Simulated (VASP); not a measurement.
Write the native input for VASP 6.6.1 that does the following.

| Property | Result |
| --- | --- |
| Task | single point |
| Functional | PBE |
| Potentials or basis | VASP PAW PBE potentials, release 64 (Zr_sv, B) |
| Cutoff | 520 eV |
| k mesh | 18 × 18 × 18 |
| Occupations | gaussian, width 0.15 eV |
| Spin | no spin polarisation |
| Dipole correction | no |
| Further INCAR settings | ALGO = Normal; EDIFF = 1e-06; NBANDS = 14 |

The structure of ZrB lies in POSCAR:

```
ZrB
1.0
    0.0029062500      2.3250000000      2.3250000000
    2.3279062500      0.0000000000      2.3279062500
    2.3250000000      2.3250000000      0.0029062500
Zr B
1 1
Direct
    0.0000000000      0.0000000000      0.0000000000
    0.5000000000      0.5000000000      0.5000000000
```

This cell differs from its parent crystal: strain +0.0025 x Voigt [0, 0, 0, 0, 1, 0].

These files were run (other wordings do the same):

INCAR

```
SYSTEM = ZrB
PREC = Accurate
ENCUT = 520
EDIFF = 1E-6
ISMEAR = 0
SIGMA = 0.15
LREAL = .False.
LASPH = .True.
NELM = 80
ALGO = Normal
ISIF = 2
LWAVE = .False.
LCHARG = .True.
GGA = PE
LELF = .True.
LVHAR = .True.
NBANDS = 14
```

KPOINTS

```
Automatic mesh
0
Gamma
  18 18 18
  0 0 0
```

Potentials or basis: VASP PAW PBE potentials, release 64 (Zr_sv, B).

Run with:

```console
$ cat potpaw_PBE.64/Zr_sv/POTCAR potpaw_PBE.64/B/POTCAR > POTCAR
$ mpirun -np 1 vasp_std > vasp.out
```

Results of the run:

```yaml
Pressure: 35.0 GPa
```

Caveat: the cell differs from its parent crystal (strain +0.0025 x Voigt [0, 0, 0, 0, 1, 0]).

Wall time 5.3 min on 1 thread of AMD EPYC 7R43 64-Core Processor (Zen 3), with other jobs on the host, peak memory 0.36 GiB.
